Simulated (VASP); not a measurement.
# Cu (I4/mmm) in VASP: further runs, part 2 of 2

VASP 6.6.1. The steps go on from the part before.

## 6. Single point, LDA

This run uses another cell than the first one, of 10.39 Å³/atom.

The input, INCAR:

```
  ALGO = Normal
  EDIFF = 1E-6
  ENCUT = 520
  ISIF = 2
  ISMEAR = 0
  LASPH = True
  LCHARG = False
  LREAL = False
  LWAVE = False
  NBANDS = 12
  NELM = 100
  PREC = Accurate
  SIGMA = 0.15
```

The input, KPOINTS:

```
k-points
0
Gamma
  22 22 22
```

The input, POSCAR:

```
Cu
1.0
   -1.3917000000      1.3917000000      1.3410790181
    1.3917000000     -1.3917000000      1.3410790181
    1.3917000000      1.3917000000     -1.3410790181
Cu
1
Direct
    0.0000000000      0.0000000000      0.0000000000
```

Potentials or basis: VASP PAW LDA potentials, release 64 (Cu).

Run with:

```console
$ cat potpaw_LDA.64/Cu/POTCAR > POTCAR
$ mpirun -np 1 vasp_std > vasp.out
```

OUTCAR:

```text
EDIFF = 1E-6
   ENCUT = 520
   ISIF = 2
   ISMEAR = 0
   LASPH = True
   LREAL = False
   NELM = 100
   PREC = Accurate

 ion  position               nearest neighbor table
   1  0.000  0.000  0.000-

  LATTYP: Found a body centered tetragonal cell.
 ALAT       =     2.7834000000
 C/A-ratio  =     0.9636265130

  Lattice vectors:

 A1 = (  -1.3917000000,   1.3917000000,   1.3410790181)
 A2 = (   1.3917000000,  -1.3917000000,   1.3410790181)
 A3 = (   1.3917000000,   1.3917000000,  -1.3410790181)

Analysis of symmetry for initial positions (statically):
=====================================================================
 Subroutine PRICEL returns:
 Original cell was already a primitive cell.

 Routine SETGRP: Setting up the symmetry group for a
 body centered tetragonal supercell.

 Subroutine GETGRP returns: Found 16 space group operations
 (whereof 16 operations were pure point group operations)
 out of a pool of 16 trial point group operations.

The static configuration has the point symmetry D_4h.

Analysis of symmetry for dynamics (positions and initial velocities):
[... 159 lines left out ...]

 val. band max:        9.0808399313   @ k =  -0.1364  -0.4091   0.0909
 cond. band min:       9.0895569043   @ k =   0.5000   0.3636   0.0000
 fundamental gap:      0.0087169730
 Fermi energy:         9.0839228686

 k-point     1 :       0.0000    0.0000    0.0000
  band No.  band energies     occupation
      1      -1.3023      2.00000
      2       5.3520      2.00000
      3       5.5301      2.00000
      4       5.5301      2.00000
      5       6.6072      2.00000
      6       6.7980      2.00000
      7      35.0638      0.00000
      8      35.0638      0.00000
      9      36.0472      0.00000
     10      39.7383      0.00000
     11      40.1677      0.00000
     12      40.1678      0.00000
[... 331 lines left out ...]
 k-point    24 :      -0.4545    0.0455   -0.0000
  band No.  band energies     occupation
      1       3.1821      2.00000
      2       4.5753      2.00000
      3       6.6688      2.00000
      4       6.6926      2.00000
      5       7.1620      2.00000
      6       7.9791      2.00000
      7      15.6133      0.00000
      8      26.7967      0.00000
      9      27.8690      0.00000
     10      32.4512      0.00000
     11      35.9387      0.00000
     12      45.0009      0.00000

 [... further k-points ...]
[... 5 lines left out ...]
  --------------------------------------------------------------------------------------
  -------------------------------------------------------------------------------------
  Total        0.7536108      0.7536108      0.7365385      0.0000000      0.0000000      0.0000000
  in kB      116.2122933    116.2122933    113.5796170      0.0000000      0.0000000      0.0000000
  external PRESSURE =     115.3347346 kB  Pullay stress =       0.0000000 kB

 VOLUME and BASIS-vectors are now :
 -----------------------------------------------------------------------------
  energy-cutoff  :      520.00
  volume of cell :       10.39
      direct lattice vectors                 reciprocal lattice vectors
    -1.391700000  1.391700000  1.341079018     0.000000000  0.359272832  0.372834108
     1.391700000 -1.391700000  1.341079018     0.359272832  0.000000000  0.372834108
     1.391700000  1.391700000 -1.341079018     0.359272832  0.359272832  0.000000000

 POSITION                                       TOTAL-FORCE (eV/Angst)
 -----------------------------------------------------------------------------------
      0.00000      0.00000      0.00000        -0.000000      0.000000      0.000000
 -----------------------------------------------------------------------------------
    total drift:                                0.000000      0.000000      0.000000

  FREE ENERGIE OF THE ION-ELECTRON SYSTEM (eV)
  ---------------------------------------------------
  free  energy   TOTEN  =        -4.6484042313 eV

  energy  without entropy=       -4.6442893508  energy(sigma->0) =       -4.64634679
```

OSZICAR:

```text
N       E                     dE             d eps       ncg     rms          rms(c)
DAV:   1     0.415410166720E+02    0.41541E+02   -0.53809E+03 22784   0.162E+03
DAV:   2    -0.435246994190E+01   -0.45893E+02   -0.42351E+02 20728   0.213E+02
DAV:   3    -0.566044996063E+01   -0.13080E+01   -0.13004E+01 23156   0.402E+01
DAV:   4    -0.566814900103E+01   -0.76990E-02   -0.76980E-02 22336   0.273E+00
DAV:   5    -0.566821799566E+01   -0.68995E-04   -0.68994E-04 23324   0.261E-01    0.795E+00
DAV:   6    -0.496181762316E+01    0.70640E+00   -0.13119E+01 23316   0.736E+01    0.327E+00
DAV:   7    -0.466960996076E+01    0.29221E+00   -0.18602E+00 23540   0.276E+01    0.751E-01
DAV:   8    -0.464910087925E+01    0.20509E-01   -0.12492E-02 27112   0.115E+00    0.178E-01
DAV:   9    -0.464839013401E+01    0.71075E-03   -0.25149E-03 26664   0.849E-01    0.135E-02
DAV:  10    -0.464840317720E+01   -0.13043E-04   -0.22714E-05 21540   0.626E-02    0.373E-03
DAV:  11    -0.464840423313E+01   -0.10559E-05   -0.31542E-07 16368   0.914E-03    0.597E-04
DAV:  12    -0.464840423127E+01    0.18538E-08   -0.38498E-08 10812   0.238E-03
   1 F= -.46484042E+01 E0= -.46463468E+01  d E =-.411488E-02
```

stdout:

```text
POSCAR found type information on POSCAR Cu
 POSCAR found :  1 types and       1 ions
 scaLAPACK will be used
 LDA part: xc-table for (Slater(with rela. corr.)+CA(PZ))
 , standard interpolation
 POSCAR, INCAR and KPOINTS ok, starting setup
 FFT: planning ... GRIDC
 FFT: planning ... GRID_SOFT
 FFT: planning ... GRID
 WAVECAR not read
 entering main loop
```

Run time: 61 s. Hardware: 1 thread of Intel Xeon Platinum 8275CL at 3.00GHz (Skylake/Cascade Lake), shared host; peak memory 0.2 GiB.

What came out:

```yaml
Free_energy: -4.6484 eV
Pressure: 11.5 GPa
Band_gap_on_the_k_mesh: zero (an odd number of electrons rules out a gap without spin polarisation)
```

Levels at points of the mesh, in eV from the Fermi level:
| k point | band 4 | band 5 | band 6 | band 7 | band 8 | band 9 |
| --- | --- | --- | --- | --- | --- | --- |
| (0.00, 0.00, 0.00) | -3.55 | -2.48 | -2.29 | 25.98 | 25.98 | 26.96 |
| (0.50, 0.00, 0.00) | -2.17 | -1.48 | -0.82 | 5.20 | 18.23 | 18.66 |
| (0.50, 0.50, 0.00) | -2.29 | -1.50 | -1.13 | 4.76 | 19.23 | 19.86 |
| (0.50, 0.50, 0.50) | -1.71 | -1.66 | 8.21 | 8.21 | 9.74 | 14.30 |

Caveat: the cell stands under pressure.

## 7. Single point, LDA

This run uses another cell than the first one, of 10.39 Å³/atom.

The input, INCAR:

```
PREC = Accurate ; ENCUT = 520
EDIFF = 1E-6 ; ISMEAR = 0
SIGMA = 0.15 ; LREAL = False
LASPH = True ; NELM = 80
ALGO = Fast ; ISIF = 2
LWAVE = False ; LCHARG = False
GGA = CA ; NBANDS = 12
```

The input, KPOINTS:

```
regular mesh
0
Gamma
  22 22 22
```

The input, POSCAR:

```
Cu
1.0
   -1.4095500000      1.4095500000      1.3075500000
    1.4095500000     -1.4095500000      1.3075500000
    1.4095500000      1.4095500000     -1.3075500000
Cu
1
Direct
    0.0000000000      0.0000000000      0.0000000000
```

Run with:

```console
$ cat potpaw_LDA.64/Cu/POTCAR > POTCAR
$ mpirun -np 1 vasp_std > vasp.out
```

Wall time 88 s (1 thread of Intel Xeon Platinum 8275CL at 3.00GHz (Skylake/Cascade Lake), shared host); peak memory 0.2 GiB.

The run converged. Its results:

| Item | Value |
| --- | --- |
| Free energy | -4.6480 eV |
| Pressure | 12.4 GPa |
| Band gap on the k mesh | zero (an odd number of electrons rules out a gap without spin polarisation) |

Stress tensor (GPa, compression positive):
```
12.03  0.00  0.00
 0.00 12.03  0.00
 0.00  0.00 12.98
```

Levels at points of the mesh, in eV from the Fermi level:
```tsv
k point	band 3	band 4	band 5	band 6	band 7	band 8	band 9	band 10
(0.00, 0.00, 0.00)	-3.48	-3.48	-2.61	-2.21	25.48	25.48	27.67	30.24
(0.50, 0.00, 0.00)	-2.43	-2.06	-1.49	-0.70	5.37	17.92	18.29	22.41
(0.50, 0.50, 0.00)	-2.70	-2.34	-1.53	-1.34	4.47	19.97	20.75	24.36
(0.50, 0.50, 0.50)	-1.72	-1.72	-1.63	7.71	7.71	10.86	13.90	14.87
```

Caveat: the cell stands under pressure.

## 8. Overview

| cell | gap on the mesh (eV) | pressure (GPa) |
| --- | --- | --- |
| a = 2.369 Å, angles 110.2, 110.2, 108.1°, 1 atom | none | 15.3 |
| a = 2.372 Å, angles 108.2, 108.2, 112.1°, 1 atom | none | 14.7 |
| a = 2.370 Å, angles 109.2, 109.2, 110.1°, 1 atom | none | 14.8 |
| a = 2.379 Å, angles 110.5, 110.5, 107.4°, 1 atom | none | 12.3 |
| a = 2.382 Å, angles 108.5, 108.5, 111.5°, 1 atom | none | 11.5 |
| a = 2.384 Å, angles 107.5, 107.5, 113.5°, 1 atom | none | 12.4 |

Alike in all rows: task single point; level LDA; potentials or basis VASP PAW LDA potentials, release 64 (Cu); no spin polarisation; k mesh 22 × 22 × 22; cutoff (eV) 520; smearing gaussian 0.15 eV.

Caveats: the cell stands under pressure.

Absolute energies hang on the potentials; compare differences alone.

The gap in the log of VASP goes by the Fermi energy; the results here count the filled bands.